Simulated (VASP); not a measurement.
# FeB3Pt (P6/mmm) in VASP: single point with PBE

Aim: the single point of FeB3Pt with PBE.

All numbers are computed with VASP 6.6.1; they aren't measurements. Logs are shortened: lines on timing, memory, paths and dates and some standing lists are left out, and cuts for length are marked.

### 1 The cell of the first run

Symmetry: P6/mmm, No. 191, hexagonal system. The conventional cell has a = 4.117 Å, b = 4.117 Å, c = 5.089 Å, α = 90.00°, β = 90.00°, γ = 120.00°. Within 3.4 Å of Fe (site symmetry 6/mmm) lie 2 Pt at 2.54 Å and 12 B at 3.27 Å. B (site symmetry mmm) has 2 Pt at 2.06 Å and 4 B at 2.06 Å within 2.7 Å. Pt (site symmetry 6/mmm) has 6 B at 2.06 Å and 2 Fe at 2.54 Å within 2.7 Å.

### 2 Single point, PBE, collinear spin, ferromagnetic start

The input, INCAR:

```
  PREC = Accurate
  ENCUT = 520
  EDIFF = 1E-6
  ISMEAR = 0
  SIGMA = 0.1
  LREAL = F
  LASPH = T
  NELM = 150
  ALGO = Normal
  ISIF = 2
  LWAVE = F
  LCHARG = T
  ISPIN = 2
  MAGMOM = 3.38 0 0 0 0
  LORBIT = 11
  LMAXMIX = 4
  GGA = PE
  LELF = T
  LVHAR = T
  NBANDS = 26
```

The input, KPOINTS:

```
Automatic mesh
0
Gamma
  12 12 8
```

The input, POSCAR:

```
FeB3Pt
1.0
    4.1167201610      0.0000000000      0.0000000000
   -2.0583600805      3.5651842397      0.0000000000
    0.0000000000      0.0000000000      5.0889039217
Fe B Pt
1 3 1
Direct
    0.0000000000      0.0000000000      0.0000000000
    0.5000000000      0.0000000000      0.5000000000
    0.0000000000      0.5000000000      0.5000000000
    0.5000000000      0.5000000000      0.5000000000
    0.0000000000      0.0000000000      0.5000000000
```

Potentials or basis: VASP PAW PBE potentials, release 64 (Fe, B, Pt).

On the command line:

```console
$ cat potpaw_PBE.64/Fe/POTCAR potpaw_PBE.64/B/POTCAR potpaw_PBE.64/Pt/POTCAR > POTCAR
$ mpirun -np 1 vasp_std > vasp.out
```

OUTCAR:

```text
PREC = Accurate
   ENCUT = 520
   EDIFF = 1E-6
   ISMEAR = 0
   LREAL = F
   LASPH = T
   NELM = 150
   ISIF = 2
   ISPIN = 2
   LORBIT = 11
   GGA = PE

 ion  position               nearest neighbor table
   1  0.000  0.000  0.000-   5 2.54   5 2.54
   2  0.500  0.000  0.500-   5 2.06   5 2.06   3 2.06   4 2.06   4 2.06   3 2.06
   3  0.000  0.500  0.500-   4 2.06   4 2.06   5 2.06   5 2.06   2 2.06   2 2.06
   4  0.500  0.500  0.500-   3 2.06   3 2.06   5 2.06   2 2.06   2 2.06   5 2.06
   5  0.000  0.000  0.500-   2 2.06   2 2.06   4 2.06   3 2.06   3 2.06   4 2.06   1 2.54   1 2.54

  LATTYP: Found a hexagonal cell.
 ALAT       =     4.1167201610
 C/A-ratio  =     1.2361549298

  Lattice vectors:

 A1 = (   4.1167201610,   0.0000000000,   0.0000000000)
 A2 = (  -2.0583600805,   3.5651842397,   0.0000000000)
 A3 = (   0.0000000000,   0.0000000000,   5.0889039217)

Analysis of symmetry for initial positions (statically):
=====================================================================
 Subroutine PRICEL returns:
 Original cell was already a primitive cell.

 Routine SETGRP: Setting up the symmetry group for a
 hexagonal supercell.

 Subroutine GETGRP returns: Found 24 space group operations
 (whereof 24 operations were pure point group operations)
 out of a pool of 24 trial point group operations.

The static configuration has the point symmetry D_6h.

Analysis of symmetry for dynamics (positions and initial velocities):
=====================================================================
 Subroutine PRICEL returns:
 Original cell was already a primitive cell.

 Routine SETGRP: Setting up the symmetry group for a
 hexagonal supercell.

 Subroutine GETGRP returns: Found 24 space group operations
 (whereof 24 operations were pure point group operations)
 out of a pool of 24 trial point group operations.

The dynamic configuration has the point symmetry D_6h.

Analysis of structural, dynamic, and magnetic symmetry:
=====================================================================
 Subroutine PRICEL returns:
 Original cell was already a primitive cell.

 Routine SETGRP: Setting up the symmetry group for a
 hexagonal supercell.

 Subroutine GETGRP returns: Found 24 space group operations
 (whereof 24 operations were pure point group operations)
 out of a pool of 24 trial point group operations.

The overall configuration has the point symmetry D_6h.

 Subroutine INISYM returns: Found 24 space group operations
 (whereof 24 operations are pure point group operations),
 and found     1 'primitive' translations

----------------------------------------------------------------------------------------

                                     Primitive cell

  volume of cell :      74.6892

  direct lattice vectors                    reciprocal lattice vectors
     4.116720161  0.000000000  0.000000000     0.242911823  0.140245207  0.000000000
    -2.058360080  3.565184240  0.000000000     0.000000000  0.280490413  0.000000000
     0.000000000  0.000000000  5.088903922     0.000000000  0.000000000  0.196505970

  length of vectors
     4.116720161  4.116720161  5.088903922     0.280490413  0.280490413  0.196505970

  position of ions in fractional coordinates (direct lattice)
     0.000000000  0.000000000  0.000000000
     0.500000000  0.000000000  0.500000000
     0.000000000  0.500000000  0.500000000
     0.500000000  0.500000000  0.500000000
     0.000000000  0.000000000  0.500000000

  ion indices of the primitive-cell ions
   primitive index   ion index
                 1           1
                 2           2
                 3           3
                 4           4
                 5           5

----------------------------------------------------------------------------------------

 KPOINTS: Automatic mesh

Automatic generation of k-mesh.
 Grid dimensions read from file:
 generate k-points for:   12   12    8

 Generating k-lattice:

  Cartesian coordinates                     Fractional coordinates (reciprocal lattice)
     0.020242652  0.011687101  0.000000000     0.083333333  0.000000000  0.000000000
     0.000000000  0.023374201  0.000000000     0.000000000  0.083333333  0.000000000
     0.000000000  0.000000000  0.024563246     0.000000000  0.000000000  0.125000000

  Length of vectors
     0.023374201  0.023374201  0.024563246

  Shift w.r.t. Gamma in fractional coordinates (k-lattice)
     0.000000000  0.000000000  0.000000000

 Subroutine IBZKPT returns following result:
 ===========================================

 Found     95 irreducible k-points:

 Following reciprocal coordinates:
            Coordinates               Weight
  0.000000  0.000000  0.000000      1.000000
  0.083333 -0.000000  0.000000      6.000000
  0.166667  0.000000  0.000000      6.000000
  0.250000 -0.000000  0.000000      6.000000
  0.333333  0.000000  0.000000      6.000000
  0.416667  0.000000  0.000000      6.000000
[... 16 lines left out ...]
  0.250000 -0.000000  0.125000     12.000000
  0.333333  0.000000  0.125000     12.000000
 [... further k-points ...]
   k-points           NKPTS =     95   k-points in BZ     NKDIM =     95   number of bands    NBANDS=     26
   number of dos      NEDOS =    301   number of ions     NIONS =      5
   total plane-waves  NPLWV =  40960
   dimension x,y,z NGX =    32 NGY =   32 NGZ =   40
   dimension x,y,z NGXF=    64 NGYF=   64 NGZF=   80
   ions per type =               1   3   1
   NGX,Y,Z   is equivalent  to a cutoff of  12.92, 12.92, 13.07 a.u.
   NGXF,Y,Z  is equivalent  to a cutoff of  25.85, 25.85, 26.13 a.u.
 SYSTEM =  unknown system
   PREC   = accura    normal or accurate (medium, high low for compatibility)
   ISTART =      0    job   : 0-new  1-cont  2-samecut
   ICHARG =      2    charge: 1-file 2-atom 10-const
   ISPIN  =      2    spin polarized calculation?
   LNONCOLLINEAR =      F non collinear calculations
   LSORBIT =      F    spin-orbit coupling
   LASPH  =      T    aspherical Exc in radial PAW
   ENCUT  =  520.0 eV  38.22 Ry    6.18 a.u.   7.65  7.65  9.46*2*pi/ulx,y,z
   NELM   =    150;   NELMIN=  2; NELMDL= -5     # of ELM steps
   EDIFF  = 0.1E-05   stopping-criterion for ELM
   LREAL  =      F    real-space projection
   EDIFFG = 0.1E-04   stopping-criterion for IOM
   NSW    =      0    number of steps for IOM
   IBRION =     -1    ionic relax: 0-MD 1-quasi-New 2-CG
   NFREE  =      0    steps in history (QN), initial steepest desc. (CG)
   ISIF   =      2    stress and relaxation
   ISYM   =      2    0-nonsym 1-usesym 2-fastsym
   POTIM  = 0.5000    time-step for ionic-motion
   TEBEG  =    0.0;   TEEND  =   0.0 temperature during run
   PSTRESS=    0.0 pullay stress
   NELECT =      27.0000    total number of electrons
   NUPDOWN=      -1.0000    fix difference up-down
   EMIN   =  10.00;   EMAX   =-10.00  energy-range for DOS
   EFERMI =   0.00;   METHOD = LEGACY
   ISMEAR =     0;   SIGMA  =   0.10  broadening in eV -4-tet -1-fermi 0-gaus
   EFERMI_NEDOS =   21; number of points for ismear=-14 and -15
   IALGO  =     38    algorithm
   IMIX   =      4    mixing-type and parameters
     AMIX     =   0.40;   BMIX     =  1.00
     AMIX_MAG =   1.60;   BMIX_MAG =  1.00
  volume/ion in A,a.u.               =      14.94       100.81
  Fermi-wavevector in a.u.,A,eV,Ry     =   1.166210  2.203818 18.504557  1.360047
  Thomas-Fermi vector in A             =   2.302726
   LORBIT       =     11    0 simple, 1 ext, 2 COOP (PROOUT), +10 PAW based schemes
   GGA     = PE    functional components
   LHFCALC =     F    Hartree Fock is set to
   AEXX    =    0.0000 exact exchange contribution
   IVDW    =     0    specifies the selected vdW correction
   LEPSILON=     F    determine dielectric tensor
   LRPA    =     F    only Hartree local field effects (RPA)
 spin polarized calculation
 Gauss-broadening in eV      SIGMA  =   0.10
  energy-cutoff  :      520.00
  volume of cell :       74.69
 maximum number of plane-waves:      2041
 NGX is ok and might be reduce to    32
   NGX = 15   NGY = 15   NGZ = 19

 number of electron      27.0000001 magnetization       2.9398516

 Free energy of the ion-electron system (eV)
  ---------------------------------------------------
  ext. energy  EPLUGINS =         0.00000000
  ---------------------------------------------------
  free energy    TOTEN  =       -29.81291880 eV

  energy without entropy =      -29.80002196  energy(sigma->0) =      -29.80647038

 E-fermi :   4.9814     XC(G=0): -10.0661

 val. band max:        4.9759516671   @ k =   0.3333   0.2500   0.5000
 cond. band min:       4.9827271502   @ k =   0.4167   0.0833   0.1250
 fundamental gap:      0.0067754831
 Fermi energy:         4.9814498607

 spin component 1

 k-point     1 :       0.0000    0.0000    0.0000
  band No.  band energies     occupation
      1      -8.7838      1.00000
      2      -3.4651      1.00000
      3      -3.4651      1.00000
      4      -1.7655      1.00000
      5      -1.3721      1.00000
      6      -0.7712      1.00000
[... 661 lines left out ...]
     24      12.7461      0.00000
     25      12.7694      0.00000

 [... further k-points ...]

 spin component 2

 k-point     1 :       0.0000    0.0000    0.0000
  band No.  band energies     occupation
      1      -8.8218      1.00000
      2      -3.4792      1.00000
      3      -3.4792      1.00000
      4      -1.5146      1.00000
      5      -1.3975      1.00000
      6      -0.5843      1.00000
[... 661 lines left out ...]
     24      12.7540      0.00000
     25      12.7645      0.00000

 [... further k-points ...]

 [bands above 25 left out]

------------------------ aborting loop because EDIFF is reached ----------------------------------------

  FORCE on cell =-STRESS in cart. coord.  units (eV):
  Direction    XX          YY          ZZ          XY          YZ          ZX
  --------------------------------------------------------------------------------------
  -------------------------------------------------------------------------------------
  Total       -0.0392820     -0.0392820     -0.0416400      0.0000000      0.0000000     -0.0000000
  in kB       -0.8426488     -0.8426488     -0.8932314      0.0000000      0.0000000     -0.0000000
  external PRESSURE =      -0.8595096 kB  Pullay stress =       0.0000000 kB

 VOLUME and BASIS-vectors are now :
 -----------------------------------------------------------------------------
  energy-cutoff  :      520.00
  volume of cell :       74.69
      direct lattice vectors                 reciprocal lattice vectors
     4.116720161  0.000000000  0.000000000     0.242911823  0.140245207  0.000000000
    -2.058360080  3.565184240  0.000000000     0.000000000  0.280490413  0.000000000
     0.000000000  0.000000000  5.088903922     0.000000000  0.000000000  0.196505970

 POSITION                                       TOTAL-FORCE (eV/Angst)
 -----------------------------------------------------------------------------------
      0.00000      0.00000      0.00000         0.000000      0.000000      0.000000
      2.05836      0.00000      2.54445         0.000000      0.000000      0.000000
     -1.02918      1.78259      2.54445        -0.000000      0.000000      0.000000
      1.02918      1.78259      2.54445         0.000000      0.000000      0.000000
      0.00000      0.00000      2.54445         0.000000      0.000000      0.000000
 -----------------------------------------------------------------------------------
    total drift:                                0.000000      0.000000     -0.000000

  FREE ENERGIE OF THE ION-ELECTRON SYSTEM (eV)
  ---------------------------------------------------
  free  energy   TOTEN  =       -29.8129187965 eV

  energy  without entropy=      -29.8000219578  energy(sigma->0) =      -29.80647038

 total charge

# of ion       s       p       d       tot
------------------------------------------
    1        0.330   0.186   6.159   6.674
    2        0.655   1.042   0.000   1.698
    3        0.655   1.042   0.000   1.698
    4        0.655   1.042   0.000   1.698
    5        0.873   1.292   8.187  10.352
--------------------------------------------------
tot          3.169   4.605  14.345  22.119

 magnetization (x)

# of ion       s       p       d       tot
------------------------------------------
    1        0.036   0.005   3.055   3.096
    2        0.000  -0.017   0.000  -0.017
    3        0.000  -0.017   0.000  -0.017
    4        0.000  -0.017   0.000  -0.017
    5       -0.004   0.001  -0.016  -0.019
--------------------------------------------------
tot          0.032  -0.045   3.040   3.027
```

It took 9.6 min on 1 thread of Oxide Virtual Turin-like, shared host; peak memory 0.41 GiB.

Results:

```
Free energy                                           : -29.8129 eV
Pressure                                              : -0.1 GPa
Net moment                                            : 2.94 μB per cell
Site moments                                          : Fe +3.10; B -0.02; Pt -0.02 μB
Valence electrons inside the program's atomic spheres : Fe 6.67; B 1.70; Pt 10.35
```

Levels at points of the mesh, in eV from the Fermi level:
Spin up:
| k point | band 13 | band 14 | band 15 | band 16 | band 17 | band 18 |
| --- | --- | --- | --- | --- | --- | --- |
| (0.00, 0.00, 0.00) | -2.66 | -2.65 | -2.65 | 0.96 | 2.80 | 2.80 |
| (0.50, 0.00, 0.00) | -1.87 | -1.74 | -1.55 | 0.70 | 1.29 | 3.28 |
| (0.00, 0.00, 0.50) | -2.77 | -2.71 | -2.71 | 1.12 | 2.76 | 2.76 |
| (0.50, 0.00, 0.50) | -2.50 | -1.96 | -1.65 | -0.31 | 2.02 | 3.29 |
Spin down:
```tsv
k point	band 9	band 10	band 11	band 12	band 13	band 14	band 15	band 16
(0.00, 0.00, 0.00)	-3.97	-3.97	-1.66	-0.06	-0.06	0.83	0.83	1.62
(0.50, 0.00, 0.00)	-1.80	-1.75	-0.55	0.21	0.24	0.27	0.79	1.15
(0.00, 0.00, 0.50)	-4.02	-4.02	-1.09	-0.23	-0.23	0.60	0.60	1.45
(0.50, 0.00, 0.50)	-3.26	-1.67	-0.91	-0.47	0.22	0.23	0.25	0.57
```

Caveat: spin-orbit coupling is left out, which moves the levels of the heavy elements; a cell with one magnetic atom can't hold antiferromagnetic order, which such compounds often take.
